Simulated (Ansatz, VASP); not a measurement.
## Two plane-wave programs on Ga6Si

The input INCAR:

```
SYSTEM = Ga6Si
  PREC = Accurate
  ENCUT = 520
  EDIFF = 1E-7
  ISMEAR = 0
  SIGMA = 0.1
  LREAL = .FALSE.
  LASPH = .TRUE.
  NELM = 100
  ALGO = Normal
  ISIF = 2
  LWAVE = .FALSE.
  LCHARG = .FALSE.
  GGA = PE
  NBANDS = 50
```

File KPOINTS:

```
Automatic mesh
0
G
  4 4 4
  0 0 0
```

File POSCAR:

```
Ga6Si
1.0
    5.0453250800      0.0000000000      0.0000000000
    0.0000000000      5.0453250800      0.0000000000
    0.0000000000      0.0000000000      5.0453250800
Ga Si
6 1
Direct
    0.5000000000      0.5000000000      0.2000000000
    0.5000000000      0.5000000000      0.8000000000
    0.2000000000      0.5000000000      0.5000000000
    0.8000000000      0.5000000000      0.5000000000
    0.5000000000      0.2000000000      0.5000000000
    0.5000000000      0.8000000000      0.5000000000
    0.0000000000      0.0000000000      0.0000000000
```

Input for Ansatz:

```yaml
crystal:
  lattice:
    - [5.04532508, 0.0, 0.0]
    - [0.0, 5.04532508, 0.0]
    - [0.0, 0.0, 5.04532508]
  atoms:
    - { symbol: Ga, position: [0.5, 0.5, 0.2] }
    - { symbol: Ga, position: [0.5, 0.5, 0.8] }
    - { symbol: Ga, position: [0.2, 0.5, 0.5] }
    - { symbol: Ga, position: [0.8, 0.5, 0.5] }
    - { symbol: Ga, position: [0.5, 0.2, 0.5] }
    - { symbol: Ga, position: [0.5, 0.8, 0.5] }
    - { symbol: Si, position: [0.0, 0.0, 0.0] }
basis:
  ecutwfc: 420
kpoints:
  mp_grid: { grid: [4, 4, 4] }
hamiltonian:
  xc: pbe
scf:
  occupations: { method: gaussian, width: 0.1 }
  lower_state_search: "off"
output:
  forces: true
  stress: true
  eigenvalues: true
```

Change from the starting cell: species swapped into the CaB6 type (Pm-3m, No. 221).

Alike in both runs: task single point; functional PBE; k mesh 4 × 4 × 4; occupations gaussian, width 0.1 eV; no spin polarisation.

|  | VASP | Ansatz |
| --- | --- | --- |
| version | VASP 6.6.1 | Ansatz 0.2.0 |
| potentials or method | VASP PAW PBE potentials, release 64 (Ga_d, Si), cutoff 520 eV | scalar-relativistic, plane waves, PAW |
| valence electrons in the cell | 82 | 82 |

VASP gave:

- gap on the k mesh at the Fermi level (eV): none
- rms of the force components (eV/Å): 3.291

**Question.** What did Ansatz give for the same quantities?

**Answer.** gap on the k mesh at the Fermi level (eV): none; rms of the force components (eV/Å): 3.261.

Atom by atom the forces differ by 0.030 eV/Å (rms over components). A gap of «none» marks a metal or a gap that the smearing closes. The functional is the same, so the differences come from potentials, cutoffs and numerics.
